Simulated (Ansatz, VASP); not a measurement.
# HfO2: VASP beside Ansatz

```
Hf O
1.0
     4.83078    0.00000    0.00000
     0.00000    4.83078    0.00000
     0.00000    0.00000    3.21018
Hf O
2 4
Direct
  0.00000 0.00000 0.00000
  0.50000 0.50000 0.50000
  0.19498 0.80502 0.48661
  0.30502 0.30502 0.00000
  0.69498 0.69498 0.00000
  0.80502 0.19498 0.51339
```

Change from the starting cell: mode 16 frozen in at -0.043 Å, equal normal strain along x, y and z +0.0000.

Alike in both runs: task single point; functional PBEsol; k mesh 6 × 6 × 8; occupations gaussian, width 0.05 eV; no spin polarisation.

|  | VASP | Ansatz |
| --- | --- | --- |
| version | VASP 6.6.1 | Ansatz 0.2.0 |
| potentials or method | VASP PAW PBE potentials, release 64 (Hf_pv, O), cutoff 520 eV | scalar-relativistic, plane waves, PAW |
| valence electrons in the cell | 44 | 76 |

```csv
,VASP,Ansatz,Ansatz less VASP
gap on the k mesh at the Fermi level (eV),3.84,3.90,+0.057
least direct gap on the mesh (eV),3.84,3.90,+0.057
pressure (GPa),-2.6,0.2,+2.78
"traceless stress, the component that is largest in VASP (GPa)",1.46,1.52,+0.056
rms of the force components (eV/Å),0.194,0.196,+0.0019
```

VASP's potentials were made for PBE, not for PBEsol, and Ansatz warns of the same on its side. Atom by atom the forces differ by 0.022 eV/Å (rms over components). VASP's potentials hold 44 valence electrons a cell and Ansatz's 76, so a difference there can come from the potentials and not from the codes.

Neither program's run includes spin-orbit coupling.
